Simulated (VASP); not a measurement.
Wanted: the native input for a VASP 6.6.1 run.

```yaml
Task: single point
Functional: PBEsol
Potentials_or_basis: VASP PAW PBE potentials, release 64 (Sn_d)
Cutoff: 520 eV
k_mesh: 22 × 22 × 22
Occupations: gaussian, width 0.15 eV
Spin: no spin polarisation
Dipole_correction: no
Further_INCAR_settings: ALGO = Fast; EDIFF = 1e-06; NBANDS = 13
```

The structure of Sn lies in POSCAR:

```
Sn
1.0
   -1.9285668722      1.9285668722      1.8723950216
    1.9285668722     -1.9285668722      1.8723950216
    1.9285668722      1.9285668722     -1.8723950216
Sn
1
Direct
    0.0000000000      0.0000000000      0.0000000000
```

This cell differs from its parent crystal: strain +0.0300 x Voigt [1, 1, 0, 0, 0, 0].

These files were run (other wordings do the same):

INCAR

```
SYSTEM = Sn
PREC = Accurate ; ENCUT = 520
EDIFF = 1E-6 ; ISMEAR = 0
SIGMA = 0.15 ; LREAL = .False.
LASPH = .True. ; NELM = 100
ALGO = Fast ; ISIF = 2
LWAVE = .False. ; LCHARG = .False.
GGA = PS ; NBANDS = 13
```

KPOINTS

```
regular mesh
0
Gamma
  22 22 22
  0 0 0
```

Potentials or basis: VASP PAW PBE potentials, release 64 (Sn_d).

Run with:

```bash
$ cat potpaw_PBE.64/Sn_d/POTCAR > POTCAR
$ mpirun -np 1 vasp_std > vasp.out
```

Results of the run:

The pressure is -3.1 GPa. The band gap on the k mesh is zero (bands 7 and 8 overlap by 9.98 eV).

Caveat: the cell differs from its parent crystal (strain +0.0300 x Voigt [1, 1, 0, 0, 0, 0]); the cell stands under tension; the PAW data sets were made with another functional, which shifts forces and pressure a little; spin-orbit coupling is left out, which moves the levels of the heavy elements.

Run time: 2.4 min on 1 thread of AMD EPYC 9R45 96-Core Processor (Zen 5), with other jobs on the host, peak memory 0.35 GiB.
